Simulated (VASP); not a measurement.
# VN2 (I4/mcm) in VASP: notebook

VN2 is run at these levels: PBEsol; tasks: single point, relaxation of shape and atoms at fixed volume.

Everything below comes from runs of VASP 6.6.1. Logs are shortened: lines on timing, memory, paths and dates and some standing lists are left out, and cuts for length are marked.

**1. The cell of the first run**

Symmetry: I4/mcm, No. 140, tetragonal system. Conventional cell: a = 4.337 Å, b = 4.337 Å, c = 5.024 Å, α = 90.00°, β = 90.00°, γ = 90.00°. Within 2.8 Å of V (site symmetry 422) lie 8 N at 2.15 Å and 2 V at 2.51 Å. Within 1.8 Å of N (site symmetry m2m) lie 1 N at 1.38 Å.

**2. Single point, PBEsol (volume scaled by 1.06, then relaxed in part)**

INCAR reads:

```
SYSTEM = VN2
PREC = Accurate
ENCUT = 520
EDIFF = 1E-6
ISMEAR = 0
SIGMA = 0.1
LREAL = .FALSE.
LASPH = .TRUE.
NELM = 100
ALGO = Normal
ISIF = 2
LWAVE = .FALSE.
LCHARG = .TRUE.
GGA = PS
LELF = .TRUE.
LVHAR = .TRUE.
NBANDS = 32
```

KPOINTS reads:

```
Automatic mesh
0
G
  12 12 12
  0 0 0
```

POSCAR reads:

```
VN2
1.0
   -2.1684664404      2.1684664404      2.5118429997
    2.1684664404     -2.1684664404      2.5118429997
    2.1684664404      2.1684664404     -2.5118429997
V N
2 4
Direct
    0.2500000000      0.2500000000      0.0000000000
    0.7500000000      0.7500000000      0.0000000000
    0.1127060259      0.6127060259      0.7254120518
    0.6127060259      0.8872939741      0.5000000000
    0.8872939741      0.3872939741      0.2745879482
    0.3872939741      0.1127060259      0.5000000000
```

Potentials or basis: VASP PAW PBE potentials, release 64 (V_sv, N).

The run is started by

```sh
$ cat potpaw_PBE.64/V_sv/POTCAR potpaw_PBE.64/N/POTCAR > POTCAR
$ mpirun -np 1 vasp_std > vasp.out
```

OUTCAR:

```text
SYSTEM = VN2
   PREC = Accurate
   ENCUT = 520
   EDIFF = 1E-6
   ISMEAR = 0
   LREAL = .FALSE.
   LASPH = .TRUE.
   NELM = 100
   ISIF = 2
   GGA = PS

 ion  position               nearest neighbor table
   1  0.250  0.250  0.000-   5 2.15   3 2.15   6 2.15   6 2.15   4 2.15   4 2.15   3 2.15   5 2.15
                             2 2.51   2 2.51
   2  0.750  0.750  0.000-   5 2.15   3 2.15   4 2.15   4 2.15   6 2.15   6 2.15   5 2.15   3 2.15
                             1 2.51   1 2.51
   3  0.113  0.613  0.725-   5 1.38   1 2.15   2 2.15   2 2.15   1 2.15
   4  0.613  0.887  0.500-   6 1.38   2 2.15   1 2.15   2 2.15   1 2.15
   5  0.887  0.387  0.275-   3 1.38   2 2.15   1 2.15   2 2.15   1 2.15
   6  0.387  0.113  0.500-   4 1.38   1 2.15   2 2.15   1 2.15   2 2.15

  LATTYP: Found a body centered tetragonal cell.
 ALAT       =     4.3369328808
 C/A-ratio  =     1.1583499532

  Lattice vectors:

 A1 = (  -2.1684664404,   2.1684664404,   2.5118429997)
 A2 = (   2.1684664404,  -2.1684664404,   2.5118429997)
 A3 = (   2.1684664404,   2.1684664404,  -2.5118429997)

Analysis of symmetry for initial positions (statically):
=====================================================================
 Subroutine PRICEL returns:
 Original cell was already a primitive cell.

 Routine SETGRP: Setting up the symmetry group for a
 body centered tetragonal supercell.

 Subroutine GETGRP returns: Found 16 space group operations
 (whereof  8 operations were pure point group operations)
 out of a pool of 16 trial point group operations.

The static configuration has the point symmetry C_4h.
 The point group associated with its full space group is D_4h.

Analysis of symmetry for dynamics (positions and initial velocities):
=====================================================================
 Subroutine PRICEL returns:
 Original cell was already a primitive cell.

 Routine SETGRP: Setting up the symmetry group for a
 body centered tetragonal supercell.

 Subroutine GETGRP returns: Found 16 space group operations
 (whereof  8 operations were pure point group operations)
 out of a pool of 16 trial point group operations.

The dynamic configuration has the point symmetry C_4h.
 The point group associated with its full space group is D_4h.

 Subroutine INISYM returns: Found 16 space group operations
 (whereof  8 operations are pure point group operations),
 and found     1 'primitive' translations

----------------------------------------------------------------------------------------

                                     Primitive cell

  volume of cell :      47.2452

  direct lattice vectors                    reciprocal lattice vectors
    -2.168466440  2.168466440  2.511843000     0.000000000  0.230577698  0.199057027
     2.168466440 -2.168466440  2.511843000     0.230577698  0.000000000  0.199057027
     2.168466440  2.168466440 -2.511843000     0.230577698  0.230577698  0.000000000

  length of vectors
     3.964069709  3.964069709  3.964069709     0.304614141  0.304614141  0.326086108

  position of ions in fractional coordinates (direct lattice)
     0.250000000  0.250000000  0.000000000
     0.750000000  0.750000000  0.000000000
     0.112706026  0.612706026  0.725412052
     0.612706026  0.887293974  0.500000000
     0.887293974  0.387293974  0.274587948
     0.387293974  0.112706026  0.500000000

  ion indices of the primitive-cell ions
   primitive index   ion index
                 1           1
                 2           2
                 3           3
                 4           4
                 5           5
                 6           6

----------------------------------------------------------------------------------------

 KPOINTS: Automatic mesh

Automatic generation of k-mesh.
 Grid dimensions read from file:
 generate k-points for:   12   12   12

 Generating k-lattice:

  Cartesian coordinates                     Fractional coordinates (reciprocal lattice)
     0.000000000  0.019214808  0.016588086     0.083333333  0.000000000  0.000000000
     0.019214808  0.000000000  0.016588086     0.000000000  0.083333333  0.000000000
     0.019214808  0.019214808  0.000000000     0.000000000  0.000000000  0.083333333

  Length of vectors
     0.025384512  0.025384512  0.027173842

  Shift w.r.t. Gamma in fractional coordinates (k-lattice)
     0.000000000  0.000000000  0.000000000

 Subroutine IBZKPT returns following result:
 ===========================================

 Found    163 irreducible k-points:

 Following reciprocal coordinates:
            Coordinates               Weight
  0.000000  0.000000  0.000000      1.000000
  0.083333  0.000000 -0.000000      8.000000
  0.166667  0.000000 -0.000000      8.000000
  0.250000  0.000000 -0.000000      8.000000
  0.333333  0.000000 -0.000000      8.000000
  0.416667  0.000000 -0.000000      8.000000
[... 16 lines left out ...]
  0.500000  0.166667 -0.000000     16.000000
 -0.416667  0.166667  0.000000     16.000000
 [... further k-points ...]
   k-points           NKPTS =    163   k-points in BZ     NKDIM =    163   number of bands    NBANDS=     32
   number of dos      NEDOS =    301   number of ions     NIONS =      6
   total plane-waves  NPLWV =  27000
   dimension x,y,z NGX =    30 NGY =   30 NGZ =   30
   dimension x,y,z NGXF=    60 NGYF=   60 NGZF=   60
   ions per type =               2   4
   NGX,Y,Z   is equivalent  to a cutoff of  12.58, 12.58, 12.58 a.u.
   NGXF,Y,Z  is equivalent  to a cutoff of  25.16, 25.16, 25.16 a.u.
 SYSTEM =  VN2
   PREC   = accura    normal or accurate (medium, high low for compatibility)
   ISTART =      0    job   : 0-new  1-cont  2-samecut
   ICHARG =      2    charge: 1-file 2-atom 10-const
   ISPIN  =      1    spin polarized calculation?
   LNONCOLLINEAR =      F non collinear calculations
   LSORBIT =      F    spin-orbit coupling
   LASPH  =      T    aspherical Exc in radial PAW
   ENCUT  =  520.0 eV  38.22 Ry    6.18 a.u.   7.37  7.37  7.37*2*pi/ulx,y,z
   NELM   =    100;   NELMIN=  2; NELMDL= -5     # of ELM steps
   EDIFF  = 0.1E-05   stopping-criterion for ELM
   LREAL  =      F    real-space projection
   EDIFFG = 0.1E-04   stopping-criterion for IOM
   NSW    =      0    number of steps for IOM
   IBRION =     -1    ionic relax: 0-MD 1-quasi-New 2-CG
   NFREE  =      0    steps in history (QN), initial steepest desc. (CG)
   ISIF   =      2    stress and relaxation
   ISYM   =      2    0-nonsym 1-usesym 2-fastsym
   POTIM  = 0.5000    time-step for ionic-motion
   TEBEG  =    0.0;   TEEND  =   0.0 temperature during run
   PSTRESS=    0.0 pullay stress
   NELECT =      46.0000    total number of electrons
   NUPDOWN=      -1.0000    fix difference up-down
   EMIN   =  10.00;   EMAX   =-10.00  energy-range for DOS
   EFERMI =   0.00;   METHOD = LEGACY
   ISMEAR =     0;   SIGMA  =   0.10  broadening in eV -4-tet -1-fermi 0-gaus
   EFERMI_NEDOS =   21; number of points for ismear=-14 and -15
   IALGO  =     38    algorithm
   IMIX   =      4    mixing-type and parameters
     AMIX     =   0.40;   BMIX     =  1.00
     AMIX_MAG =   1.60;   BMIX_MAG =  1.00
  volume/ion in A,a.u.               =       7.87        53.14
  Fermi-wavevector in a.u.,A,eV,Ry     =   1.622588  3.066246 35.821288  2.632790
  Thomas-Fermi vector in A             =   2.716176
   LORBIT       =      0    0 simple, 1 ext, 2 COOP (PROOUT), +10 PAW based schemes
   GGA     = PS    functional components
   LHFCALC =     F    Hartree Fock is set to
   AEXX    =    0.0000 exact exchange contribution
   IVDW    =     0    specifies the selected vdW correction
   LEPSILON=     F    determine dielectric tensor
   LRPA    =     F    only Hartree local field effects (RPA)
 non-spin polarized calculation
 Gauss-broadening in eV      SIGMA  =   0.10
  energy-cutoff  :      520.00
  volume of cell :       47.25
 maximum number of plane-waves:      1306
 NGX is ok and might be reduce to    30
   NGX = 15   NGY = 15   NGZ = 15

 number of electron      46.0000011 magnetization

 Free energy of the ion-electron system (eV)
  ---------------------------------------------------
  ext. energy  EPLUGINS =         0.00000000
  ---------------------------------------------------
  free energy    TOTEN  =       -56.84855103 eV

  energy without entropy =      -56.83491005  energy(sigma->0) =      -56.84173054

 E-fermi :  10.9720     XC(G=0): -13.7340

 val. band max:       10.9656646330   @ k =   0.5000   0.5000   0.3333
 cond. band min:      10.9742671572   @ k =   0.4167   0.0833   0.0833
 fundamental gap:      0.0086025242
 Fermi energy:        10.9719841870

 k-point     1 :       0.0000    0.0000    0.0000
  band No.  band energies     occupation
      1     -54.3638      2.00000
      2     -54.2143      2.00000
      3     -28.5378      2.00000
      4     -28.3233      2.00000
      5     -28.3233      2.00000
      6     -28.3143      2.00000
[... 24 lines left out ...]
     31      13.1056      0.00000
     32      15.3843      0.00000

 k-point     2 :       0.0833    0.0000   -0.0000
  band No.  band energies     occupation
      1     -54.3612      2.00000
      2     -54.2168      2.00000
      3     -28.5252      2.00000
      4     -28.3239      2.00000
      5     -28.3237      2.00000
      6     -28.3154      2.00000
[... 24 lines left out ...]
     31      13.2298      0.00000
     32      15.2744      0.00000

 k-point     3 :       0.1667    0.0000   -0.0000
  band No.  band energies     occupation
      1     -54.3536      2.00000
      2     -54.2242      2.00000
      3     -28.4882      2.00000
      4     -28.3255      2.00000
      5     -28.3246      2.00000
      6     -28.3187      2.00000
[... 24 lines left out ...]
     31      13.5149      0.00000
     32      14.9626      0.00000

 k-point     4 :       0.2500    0.0000   -0.0000
  band No.  band energies     occupation
      1     -54.3416      2.00000
      2     -54.2359      2.00000
      3     -28.4288      2.00000
      4     -28.3276      2.00000
      5     -28.3258      2.00000
      6     -28.3230      2.00000
[... 654 lines left out ...]
     31      13.6735      0.00000
     32      14.5336      0.00000

 k-point    23 :       0.5000    0.1667   -0.0000
  band No.  band energies     occupation
      1     -54.3194      2.00000
      2     -54.2574      2.00000
      3     -28.4065      2.00000
      4     -28.3656      2.00000
      5     -28.3370      2.00000
      6     -28.3152      2.00000
[... 24 lines left out ...]
     31      13.7582      0.00000
     32      14.5904      0.00000

 k-point    24 :      -0.4167    0.1667    0.0000
  band No.  band energies     occupation
      1     -54.3352      2.00000
      2     -54.2417      2.00000
      3     -28.4433      2.00000
      4     -28.4028      2.00000
      5     -28.3363      2.00000
      6     -28.3124      2.00000
[... 24 lines left out ...]
     31      13.9000      0.00000
     32      14.5523      0.00000

 [... further k-points ...]
[... 5 lines left out ...]
  --------------------------------------------------------------------------------------
  -------------------------------------------------------------------------------------
  Total       -4.9007410     -4.9007410     -5.0059857      0.0000000     -0.0000000      0.0000000
  in kB     -166.1936551   -166.1936551   -169.7627084      0.0000000     -0.0000000      0.0000000
  external PRESSURE =    -167.3833395 kB  Pullay stress =       0.0000000 kB

 VOLUME and BASIS-vectors are now :
 -----------------------------------------------------------------------------
  energy-cutoff  :      520.00
  volume of cell :       47.25
      direct lattice vectors                 reciprocal lattice vectors
    -2.168466440  2.168466440  2.511843000     0.000000000  0.230577698  0.199057027
     2.168466440 -2.168466440  2.511843000     0.230577698  0.000000000  0.199057027
     2.168466440  2.168466440 -2.511843000     0.230577698  0.230577698  0.000000000

 POSITION                                       TOTAL-FORCE (eV/Angst)
 -----------------------------------------------------------------------------------
      0.00000      0.00000      1.25592        -0.000000      0.000000     -0.000000
      0.00000      0.00000      3.76776        -0.000000      0.000000     -0.000000
      2.65726      0.48880      0.00000         0.062562      0.062562     -0.000000
      1.67967      0.48880      2.51184        -0.062562      0.062562     -0.000000
     -0.48880      1.67967      2.51184        -0.062562     -0.062562      0.000000
      0.48880      1.67967      0.00000         0.062562     -0.062562     -0.000000
 -----------------------------------------------------------------------------------
    total drift:                                0.000000     -0.000000      0.000000

  FREE ENERGIE OF THE ION-ELECTRON SYSTEM (eV)
  ---------------------------------------------------
  free  energy   TOTEN  =       -56.8485510251 eV

  energy  without entropy=      -56.8349100465  energy(sigma->0) =      -56.84173054
```

It took 3 min on 1 thread of Intel Xeon Platinum 8488C (Sapphire Rapids), shared host; peak memory 0.31 GiB.

What came out:

```
Free energy            : -56.8486 eV
Pressure               : -16.7 GPa
Largest force          : 0.088 eV/Å
Band gap on the k mesh : zero (band 23 reaches 11.15 eV, above the bottom of band 24 at 10.85 eV)
```

Forces in eV/Å, atoms in the order of the input:
```
V    0.000  0.000  0.000
V    0.000  0.000  0.000
N    0.063  0.063  0.000
N   -0.063  0.063  0.000
N   -0.063 -0.063  0.000
N    0.063 -0.063  0.000
```

Caveat: the cell differs from its parent crystal (volume scaled by 1.06, then relaxed in part); the PAW data sets were made with another functional, which shifts forces and pressure a little; the run has no spin polarisation, though such a crystal can be magnetic.

**3. Relaxation of shape and atoms at fixed volume, PBEsol (volume scaled by 1.10)**

INCAR reads:

```
PREC = Accurate ; ENCUT = 600
EDIFF = 1E-7 ; ISMEAR = 0
SIGMA = 0.1 ; LREAL = False
LASPH = True ; NELM = 80
ALGO = Normal ; ISIF = 4
LWAVE = False ; LCHARG = False
GGA = PS ; IBRION = 2
NSW = 50 ; EDIFFG = -0.01
```

KPOINTS reads:

```
Automatic mesh
0
Gamma
  12 12 12
```

POSCAR, as its differences from that of step 2:

```diff
@@ -2,5 +2,5 @@
 1.0
-   -2.1684664404      2.1684664404      2.5118429997
-    2.1684664404     -2.1684664404      2.5118429997
-    2.1684664404      2.1684664404     -2.5118429997
+   -2.1954066664      2.1954066664      2.5430492092
+    2.1954066664     -2.1954066664      2.5430492092
+    2.1954066664      2.1954066664     -2.5430492092
 V N
```

Potentials or basis: VASP PAW PBE potentials, release 64 (V_sv, N).

The run is started by

```sh
$ cat potpaw_PBE.64/V_sv/POTCAR potpaw_PBE.64/N/POTCAR > POTCAR
$ mpirun -np 1 vasp_std > vasp.out
```

OUTCAR:

```text
PREC = Accurate
   ENCUT = 600
   EDIFF = 1E-7
   ISMEAR = 0
   LREAL = False
   LASPH = True
   NELM = 80
   ISIF = 4
   GGA = PS
   IBRION = 2
   NSW = 50
   EDIFFG = -0.01

 ion  position               nearest neighbor table
   1  0.250  0.250  0.000-   5 2.18   3 2.18   6 2.18   6 2.18   4 2.18   4 2.18   3 2.18   5 2.18
                             2 2.54   2 2.54
   2  0.750  0.750  0.000-   5 2.18   3 2.18   4 2.18   4 2.18   6 2.18   6 2.18   5 2.18   3 2.18
                             1 2.54   1 2.54
   3  0.113  0.613  0.725-   5 1.40   1 2.18   2 2.18   2 2.18   1 2.18
   4  0.613  0.887  0.500-   6 1.40   2 2.18   1 2.18   2 2.18   1 2.18
   5  0.887  0.387  0.275-   3 1.40   2 2.18   1 2.18   2 2.18   1 2.18
   6  0.387  0.113  0.500-   4 1.40   1 2.18   2 2.18   1 2.18   2 2.18

  LATTYP: Found a body centered tetragonal cell.
 ALAT       =     4.3908133328
[... 354 lines left out ...]

 Free energy of the ion-electron system (eV)
  ---------------------------------------------------
  ext. energy  EPLUGINS =         0.00000000
  ---------------------------------------------------
  free energy    TOTEN  =       -56.62250756 eV

  energy without entropy =      -56.60791439  energy(sigma->0) =      -56.61521098

 E-fermi :  10.3981     XC(G=0): -13.5184

 val. band max:       10.3959502951   @ k =   0.2500   0.2500   0.1667
 cond. band min:      10.4030673674   @ k =  -0.1667   0.5000   0.1667
 fundamental gap:      0.0071170723
 Fermi energy:        10.3980914887

 k-point     1 :       0.0000    0.0000    0.0000
  band No.  band energies     occupation
      1     -54.9160      2.00000
      2     -54.7896      2.00000
      3     -29.0388      2.00000
      4     -28.8716      2.00000
      5     -28.8716      2.00000
      6     -28.8615      2.00000
[... 709 lines left out ...]
     26      11.3201      0.00000
     27      11.7399      0.00000

 [... further k-points ...]
[... 5 lines left out ...]
  --------------------------------------------------------------------------------------
  -------------------------------------------------------------------------------------
  Total       -7.9087868     -7.9087868     -7.9034957      0.0000000      0.0000000      0.0000000
  in kB     -258.4495238   -258.4495238   -258.2766182      0.0000000      0.0000000      0.0000000
  external PRESSURE =    -258.3918886 kB  Pullay stress =       0.0000000 kB
[... 21 lines left out ...]
  FREE ENERGIE OF THE ION-ELECTRON SYSTEM (eV)
  ---------------------------------------------------
  free  energy   TOTEN  =       -56.6225075648 eV

  energy  without entropy=      -56.6079143895  energy(sigma->0) =      -56.61521098

 reached required accuracy - stopping structural energy minimisation
```

CONTCAR:

```text
VN2
   1.00000000000000
    -2.1928784520870077    2.1928784520870077    2.5489164561339255
     2.1928784520870077   -2.1928784520870077    2.5489164561339255
     2.1928784520870077    2.1928784520870077   -2.5489164561339255
  V               N
     2     4
Direct
     0.2500000000000000    0.2500000000000000    0.0000000000000000
     0.7500000000000000    0.7500000000000000    0.0000000000000000
     0.1118705715112188    0.6118705715112187    0.7237411430224306
     0.6118705715112187    0.8881294284887813    0.5000000000000000
     0.8881294284887813    0.3881294284887812    0.2762588569775695
     0.3881294284887811    0.1118705715112188    0.5000000000000000

  0.00000000E+00  0.00000000E+00  0.00000000E+00
  0.00000000E+00  0.00000000E+00  0.00000000E+00
  0.00000000E+00  0.00000000E+00  0.00000000E+00
  0.00000000E+00  0.00000000E+00  0.00000000E+00
  0.00000000E+00  0.00000000E+00  0.00000000E+00
  0.00000000E+00  0.00000000E+00  0.00000000E+00
```

Run time: 13 min. Hardware: 1 thread of Oxide Virtual Turin-like, shared host; peak memory 0.31 GiB.

Results:

* Free energy: -56.6225 eV
* Energy gained by relaxing: 0.5 meV/atom
* Ionic steps: 5
* Pressure after relaxing: -25.8 GPa
* Largest force after relaxing: 0.005 eV/Å
* Band gap on the k mesh: zero (band 23 reaches 10.56 eV, above the bottom of band 24 at 10.28 eV)

Forces in eV/Å, atoms in the order of the input:
```
V    0.000  0.000  0.000
V    0.000  0.000  0.000
N    0.003  0.003  0.000
N   -0.003  0.003  0.000
N   -0.003 -0.003  0.000
N    0.003 -0.003  0.000
```

The path:
```
step  energy change (eV)  largest force (eV/Å)  pressure (GPa)  volume (Å³)
   1              0.0000                0.2178          -26.55        49.03
   2             -0.0002                0.2449          -25.16        49.03
   3             -0.0028                0.0101          -25.87        49.03
   4             -0.0028                0.0149          -25.85        49.03
   5             -0.0028                0.0049          -25.84        49.03
```

Final structure:
```
V N
1.0
    -2.19288    2.19288    2.54892
     2.19288   -2.19288    2.54892
     2.19288    2.19288   -2.54892
V N
2 4
Direct
  0.25000 0.25000 0.00000
  0.75000 0.75000 0.00000
  0.11187 0.61187 0.72374
  0.61187 0.88813 0.50000
  0.88813 0.38813 0.27626
  0.38813 0.11187 0.50000
```

Caveat: the cell differs from its parent crystal (volume scaled by 1.10); the PAW data sets were made with another functional, which shifts forces and pressure a little; the run has no spin polarisation, though such a crystal can be magnetic.
